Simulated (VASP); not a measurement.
# GaP: electric field gradients with PBE

Crystal: GaP.

```
Ga P
1.0
     0.00000    2.72525    2.72525
     2.72525    0.00000    2.72525
     2.72525    2.72525    0.00000
Ga P
1 1
Direct
  0.00000 0.00000 0.00000
  0.25000 0.25000 0.25000
```

| Property | Result |
| --- | --- |
| Program | VASP 6.6.1 |
| Task | electric field gradients |
| Functional | PBE |
| Potentials or basis | VASP PAW PBE potentials, release 64 (Ga_d, P) |
| Cutoff | 520 eV |
| k mesh | 9 × 9 × 9 |
| Occupations | fermi-dirac, width 0.02 eV |
| Spin | no spin polarisation |
| Dipole correction | no |
| Further INCAR settings | ALGO = Normal; EDIFF = 1e-08; NBANDS = 16 |

```yaml
Pressure: 2.5 GPa
Band_gap_on_the_k_mesh: 1.60 eV (least direct gap 1.83 eV)
Largest_electric_field_gradient_by_atom: zero within the noise of the run
```

Levels at points of the mesh, in eV from the valence-band top:
```csv
k point,band 7,band 8,band 9,band 10,band 11,band 12
"(0.00, 0.00, 0.00)",0.00,0.00,0.00,1.83,3.89,3.89
```

Wall time 26 s on 1 thread of Intel(R) Xeon(R) Platinum 8259CL CPU @ 2.50GHz (Skylake/Cascade Lake), with other jobs on the host, peak memory 0.17 GiB.

Caveat: an odd mesh through Γ misses points on the zone boundary, where band edges can lie.
